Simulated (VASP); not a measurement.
# Br (C2/m) in VASP: single point with LDA

Aim: the single point of Br with LDA.

Everything below comes from runs of VASP 6.6.1. Logs are shortened: lines on timing, memory, paths and dates and some standing lists are left out, and cuts for length are marked.

## 1. The cell of the first run

It takes space group C2/m (No. 12, monoclinic). Conventional cell: a = 7.816 Å, b = 8.790 Å, c = 3.821 Å, α = 90.00°, β = 96.42°, γ = 90.00°. Within 4.9 Å of Br (site symmetry m) lie 6 Br at 3.69 to 4.42 Å.

## 2. Single point, LDA

Input file INCAR:

```
SYSTEM = Br
PREC = Accurate ; ENCUT = 520
EDIFF = 1E-7 ; ISMEAR = -1
SIGMA = 0.1 ; LREAL = .FALSE.
LASPH = .TRUE. ; NELM = 100
ALGO = Normal ; ISIF = 2
LWAVE = .FALSE. ; LCHARG = .FALSE.
GGA = CA ; NBANDS = 14
```

Input file KPOINTS:

```
regular mesh
0
G
  4 4 6
  0 0 0
```

Input file POSCAR:

```
Br
1.0
    3.9079900000     -4.3948000000      0.0000000000
    3.9079900000      4.3948000000      0.0000000000
   -0.4272000000      0.0000000000      3.7967600000
Br
2
Direct
    0.2377100000      0.2377100000      0.5564000000
    0.7622900000      0.7622900000      0.4436000000
```

Potentials or basis: VASP PAW LDA potentials, release 64 (Br).

Launch:

```console
cat potpaw_LDA.64/Br/POTCAR > POTCAR
mpirun -np 1 vasp_std > vasp.out
```

OUTCAR:

```text
SYSTEM = Br
   PREC = Accurate
   ENCUT = 520
   EDIFF = 1E-7
   ISMEAR = -1
   LREAL = .FALSE.
   LASPH = .TRUE.
   NELM = 100
   ISIF = 2
   GGA = CA

 ion  position               nearest neighbor table
   1  0.238  0.238  0.556-
   2  0.762  0.762  0.444-

  LATTYP: Found a base centered monoclinic cell.
 ALAT       =     7.8159800000
 B/A-ratio  =     1.1245678725
 C/A-ratio  =     0.4888341628
 COS(beta)  =    -0.1118114437

  Lattice vectors:

 A1 = (   3.9079900000,  -4.3948000000,   0.0000000000)
 A2 = (   3.9079900000,   4.3948000000,   0.0000000000)
 A3 = (  -0.4272000000,   0.0000000000,   3.7967600000)

Analysis of symmetry for initial positions (statically):
=====================================================================
 Subroutine PRICEL returns:
 Original cell was already a primitive cell.

 Routine SETGRP: Setting up the symmetry group for a
 base centered monoclinic supercell.

 Subroutine GETGRP returns: Found  4 space group operations
 (whereof  4 operations were pure point group operations)
 out of a pool of  4 trial point group operations.

The static configuration has the point symmetry C_2h.

Analysis of symmetry for dynamics (positions and initial velocities):
=====================================================================
 Subroutine PRICEL returns:
 Original cell was already a primitive cell.

 Routine SETGRP: Setting up the symmetry group for a
 base centered monoclinic supercell.

 Subroutine GETGRP returns: Found  4 space group operations
 (whereof  4 operations were pure point group operations)
 out of a pool of  4 trial point group operations.

The dynamic configuration has the point symmetry C_2h.

 Subroutine INISYM returns: Found  4 space group operations
 (whereof  4 operations are pure point group operations),
 and found     1 'primitive' translations

----------------------------------------------------------------------------------------

                                     Primitive cell

  volume of cell :     130.4174

  direct lattice vectors                    reciprocal lattice vectors
     3.907990000 -4.394800000  0.000000000     0.127943009 -0.113770820  0.014395762
     3.907990000  4.394800000  0.000000000     0.127943009  0.113770820  0.014395762
    -0.427200000  0.000000000  3.796760000     0.000000000  0.000000000  0.263382463

  length of vectors
     5.881041819  5.881041819  3.820718040     0.171815165  0.171815165  0.263382463

  position of ions in fractional coordinates (direct lattice)
     0.237710000  0.237710000  0.556400000
     0.762290000  0.762290000  0.443600000

  ion indices of the primitive-cell ions
   primitive index   ion index
                 1           1
                 2           2

----------------------------------------------------------------------------------------

 KPOINTS: regular mesh

Automatic generation of k-mesh.
 Grid dimensions read from file:
 generate k-points for:    4    4    6

 Generating k-lattice:

  Cartesian coordinates                     Fractional coordinates (reciprocal lattice)
     0.031985752 -0.028442705  0.003598941     0.250000000  0.000000000  0.000000000
     0.031985752  0.028442705  0.003598941     0.000000000  0.250000000  0.000000000
     0.000000000  0.000000000  0.043897077     0.000000000  0.000000000  0.166666667

  Length of vectors
     0.042953791  0.042953791  0.043897077

  Shift w.r.t. Gamma in fractional coordinates (k-lattice)
     0.000000000  0.000000000  0.000000000

 Subroutine IBZKPT returns following result:
 ===========================================

 Found     34 irreducible k-points:

 Following reciprocal coordinates:
            Coordinates               Weight
  0.000000  0.000000  0.000000      1.000000
  0.250000  0.000000  0.000000      4.000000
  0.500000  0.000000  0.000000      2.000000
  0.250000  0.250000  0.000000      2.000000
  0.500000  0.250000  0.000000      4.000000
 -0.250000  0.250000  0.000000      2.000000
[... 16 lines left out ...]
  0.500000  0.250000  0.333333      4.000000
 -0.250000  0.250000  0.333333      4.000000
 [... further k-points ...]
   k-points           NKPTS =     34   k-points in BZ     NKDIM =     34   number of bands    NBANDS=     14
   number of dos      NEDOS =    301   number of ions     NIONS =      2
   total plane-waves  NPLWV =  64512
   dimension x,y,z NGX =    48 NGY =   48 NGZ =   28
   dimension x,y,z NGXF=    96 NGYF=   96 NGZF=   56
   ions per type =               2
   NGX,Y,Z   is equivalent  to a cutoff of  13.57, 13.57, 12.18 a.u.
   NGXF,Y,Z  is equivalent  to a cutoff of  27.14, 27.14, 24.37 a.u.
 SYSTEM =  Br
   PREC   = accura    normal or accurate (medium, high low for compatibility)
   ISTART =      0    job   : 0-new  1-cont  2-samecut
   ICHARG =      2    charge: 1-file 2-atom 10-const
   ISPIN  =      1    spin polarized calculation?
   LNONCOLLINEAR =      F non collinear calculations
   LSORBIT =      F    spin-orbit coupling
   LASPH  =      T    aspherical Exc in radial PAW
   ENCUT  =  520.0 eV  38.22 Ry    6.18 a.u.  10.93 10.93  7.10*2*pi/ulx,y,z
   NELM   =    100;   NELMIN=  2; NELMDL= -5     # of ELM steps
   EDIFF  = 0.1E-06   stopping-criterion for ELM
   LREAL  =      F    real-space projection
   EDIFFG = 0.1E-05   stopping-criterion for IOM
   NSW    =      0    number of steps for IOM
   IBRION =     -1    ionic relax: 0-MD 1-quasi-New 2-CG
   NFREE  =      0    steps in history (QN), initial steepest desc. (CG)
   ISIF   =      2    stress and relaxation
   ISYM   =      2    0-nonsym 1-usesym 2-fastsym
   POTIM  = 0.5000    time-step for ionic-motion
   TEBEG  =    0.0;   TEEND  =   0.0 temperature during run
   PSTRESS=    0.0 pullay stress
   NELECT =      14.0000    total number of electrons
   NUPDOWN=      -1.0000    fix difference up-down
   EMIN   =  10.00;   EMAX   =-10.00  energy-range for DOS
   EFERMI =   0.00;   METHOD = LEGACY
   ISMEAR =    -1;   SIGMA  =   0.10  broadening in eV -4-tet -1-fermi 0-gaus
   EFERMI_NEDOS =   21; number of points for ismear=-14 and -15
   IALGO  =     38    algorithm
   IMIX   =      4    mixing-type and parameters
     AMIX     =   0.40;   BMIX     =  1.00
     AMIX_MAG =   1.60;   BMIX_MAG =  1.00
  volume/ion in A,a.u.               =      65.21       440.05
  Fermi-wavevector in a.u.,A,eV,Ry     =   0.778047  1.470295  8.236375  0.605357
  Thomas-Fermi vector in A             =   1.880861
   LORBIT       =      0    0 simple, 1 ext, 2 COOP (PROOUT), +10 PAW based schemes
   GGA     = CA    functional components
   LHFCALC =     F    Hartree Fock is set to
   AEXX    =    0.0000 exact exchange contribution
   IVDW    =     0    specifies the selected vdW correction
   LEPSILON=     F    determine dielectric tensor
   LRPA    =     F    only Hartree local field effects (RPA)
 non-spin polarized calculation
  energy-cutoff  :      520.00
  volume of cell :      130.42
 maximum number of plane-waves:      3532
 NGX is ok and might be reduce to    48
   NGX = 21   NGY = 21   NGZ = 15

 number of electron      14.0000001 magnetization

 Free energy of the ion-electron system (eV)
  ---------------------------------------------------
  ext. energy  EPLUGINS =         0.00000000
  ---------------------------------------------------
  free energy    TOTEN  =        -1.57346711 eV

  energy without entropy =       -1.32186247  energy(sigma->0) =       -1.44766479

 E-fermi :  -4.3964     XC(G=0):  -5.9412

 val. band max:       -4.4050655269   @ k =   0.5000   0.2500   0.5000
 cond. band min:      -4.3884024846   @ k =  -0.2500   0.0000   0.3333
 fundamental gap:      0.0166630422
 Fermi energy:        -4.3964226114

 k-point     1 :       0.0000    0.0000    0.0000
  band No.  band energies     occupation
      1     -17.3755      2.00000
      2     -17.1865      2.00000
      3      -5.6952      2.00000
      4      -5.0806      1.99787
      5      -4.6765      1.88549
      6      -4.3534      0.78829
      7      -4.2334      0.32747
      8      -4.0873      0.08692
      9       1.2514      0.00000
     10       3.2585      0.00000
     11       5.1475      0.00000
     12       5.5765      0.00000
     13       5.7095      0.00000
     14       6.9105      0.00000

 k-point     2 :       0.2500    0.0000    0.0000
  band No.  band energies     occupation
      1     -17.3525      2.00000
      2     -17.2098      2.00000
      3      -5.5643      1.99998
      4      -5.0521      1.99716
      5      -4.7661      1.95161
      6      -4.5739      1.71009
      7      -4.2256      0.30691
      8      -4.0956      0.09408
      9       1.7720      0.00000
     10       3.5165      0.00000
     11       5.0476      0.00000
     12       5.3997      0.00000
     13       5.9558      0.00000
     14       6.8337      0.00000

 k-point     3 :       0.5000    0.0000    0.0000
  band No.  band energies     occupation
      1     -17.3166      2.00000
      2     -17.2458      2.00000
      3      -5.3345      1.99983
      4      -5.0103      1.99569
      5      -4.8893      1.98563
      6      -4.8668      1.98203
      7      -4.2108      0.27033
      8      -4.1086      0.10646
      9       2.9135      0.00000
     10       2.9656      0.00000
     11       5.2589      0.00000
     12       5.4717      0.00000
     13       6.2118      0.00000
     14       6.5944      0.00000

 k-point     4 :       0.2500    0.2500    0.0000
  band No.  band energies     occupation
      1     -17.3217      2.00000
      2     -17.2406      2.00000
      3      -5.3389      1.99984
      4      -5.2503      1.99961
      5      -4.8906      1.98582
      6      -4.5744      1.71130
      7      -4.2141      0.27800
      8      -4.1060      0.10387
      9       2.2156      0.00000
     10       3.8687      0.00000
     11       4.4622      0.00000
     12       5.7501      0.00000
     13       6.0532      0.00000
     14       6.9652      0.00000

 k-point     5 :       0.5000    0.2500    0.0000
  band No.  band energies     occupation
      1     -17.3263      2.00000
      2     -17.2340      2.00000
      3      -5.6470      1.99999
      4      -5.2674      1.99967
      5      -4.6082      1.78520
      6      -4.5281      1.57725
      7      -4.2056      0.25831
      8      -4.1124      0.11036
      9       3.0993      0.00000
     10       3.2256      0.00000
     11       4.7512      0.00000
[... 276 lines left out ...]
 k-point    22 :       0.2500    0.2500    0.3333
  band No.  band energies     occupation
      1     -17.2017      2.00000
      2     -17.1240      2.00000
      3      -5.4542      1.99995
      4      -5.2836      1.99972
      5      -5.1419      1.99884
      6      -5.0237      1.99623
      7      -4.6465      1.84845
      8      -4.4231      1.13257
      9       3.6504      0.00000
     10       4.0074      0.00000
     11       5.1950      0.00000
     12       5.3874      0.00000
     13       6.0413      0.00000
     14       6.5264      0.00000

 k-point    23 :       0.5000    0.2500    0.3333
  band No.  band energies     occupation
      1     -17.2082      2.00000
      2     -17.1159      2.00000
      3      -5.4634      1.99995
      4      -5.3771      1.99989
      5      -5.2863      1.99973
      6      -5.0245      1.99626
      7      -4.4497      1.26036
      8      -4.3533      0.78743
      9       3.6832      0.00000
     10       3.9598      0.00000
     11       5.3581      0.00000
     12       5.3871      0.00000
     13       6.2490      0.00000
     14       6.4550      0.00000

 k-point    24 :      -0.2500    0.2500    0.3333
  band No.  band energies     occupation
      1     -17.2315      2.00000
      2     -17.0929      2.00000
      3      -5.5213      1.99997
      4      -5.4717      1.99996
      5      -5.2112      1.99942
      6      -4.8394      1.97645
      7      -4.6173      1.80213
      8      -4.2242      0.30320
      9       3.3617      0.00000
     10       4.0420      0.00000
     11       5.1353      0.00000
     12       5.2068      0.00000
     13       5.7750      0.00000
     14       6.5680      0.00000

 [... further k-points ...]
[... 5 lines left out ...]
  --------------------------------------------------------------------------------------
  -------------------------------------------------------------------------------------
  Total       -2.8016071     -0.8751296     -3.2419405      0.0000000      0.0000000      0.2231294
  in kB      -34.4177210    -10.7509597    -39.8272130      0.0000000      0.0000000      2.7411424
  external PRESSURE =     -28.3319646 kB  Pullay stress =       0.0000000 kB

 VOLUME and BASIS-vectors are now :
 -----------------------------------------------------------------------------
  energy-cutoff  :      520.00
  volume of cell :      130.42
      direct lattice vectors                 reciprocal lattice vectors
     3.907990000 -4.394800000  0.000000000     0.127943009 -0.113770820  0.014395762
     3.907990000  4.394800000  0.000000000     0.127943009  0.113770820  0.014395762
    -0.427200000  0.000000000  3.796760000     0.000000000  0.000000000  0.263382463

 POSITION                                       TOTAL-FORCE (eV/Angst)
 -----------------------------------------------------------------------------------
      1.62024      0.00000      2.11252        -0.265632      0.000000     -0.101105
      5.76854      0.00000      1.68424         0.265632      0.000000      0.101105
 -----------------------------------------------------------------------------------
    total drift:                               -0.000000     -0.000000      0.000000

  FREE ENERGIE OF THE ION-ELECTRON SYSTEM (eV)
  ---------------------------------------------------
  free  energy   TOTEN  =        -1.5734671076 eV

  energy  without entropy=       -1.3218624662  energy(sigma->0) =       -1.44766479
```

Wall time 28 s (1 thread of Intel Xeon 6975P-C (Granite Rapids), shared host); peak memory 0.21 GiB.

Results:

```yaml
Free_energy: -1.5735 eV
Pressure: -2.8 GPa
Largest_force: 0.284 eV/Å
Band_gap_on_the_k_mesh: zero (band 7 reaches -4.20 eV, above the bottom of band 8 at -4.65 eV)
```

Forces on the atoms (eV/Å):
```
Br  -0.266  0.000 -0.101
Br   0.266  0.000  0.101
```

Stress tensor (GPa, compression positive):
```
-3.44  0.00  0.27
 0.00 -1.08  0.00
 0.27  0.00 -3.98
```
